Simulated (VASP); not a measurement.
A run of VASP 6.6.1:

INCAR

```
PREC = Accurate ; ENCUT = 520
EDIFF = 1E-6 ; ISMEAR = 0
SIGMA = 0.15 ; LREAL = F
LASPH = T ; NELM = 80
ALGO = Normal ; ISIF = 2
LWAVE = F ; LCHARG = F
GGA = PE ; IVDW = 12
NBANDS = 14
```

KPOINTS

```
regular mesh
0
Gamma
  18 18 6
```

File POSCAR:

```
Al
1.0
    2.7230308411      0.0000000000      0.0000000000
   -1.3615154205      2.3582138836      0.0000000000
    0.0000000000      0.0000000000      9.0851200981
Al
4
Direct
    0.0000000000      0.0000000000      0.0000000000
    0.3333333333      0.6666666667      0.2500000000
    0.0000000000      0.0000000000      0.5000000000
    0.6666666667      0.3333333333      0.7500000000
```

Potentials or basis: VASP PAW PBE potentials, release 64 (Al).

Command:

```sh
$ cat potpaw_PBE.64/Al/POTCAR > POTCAR
$ mpirun -np 1 vasp_std > vasp.out
```

Hardware: 1 thread of AMD EPYC 9R45 96-Core Processor (Zen 5), on a shared host.

Problem. Estimate the wall time of this run.

Solution. It took 44 s on 1 thread of AMD EPYC 9R45 96-Core Processor (Zen 5) (shared host), peak memory 0.2 GiB. Counts: scf iterations 10, k points 148.
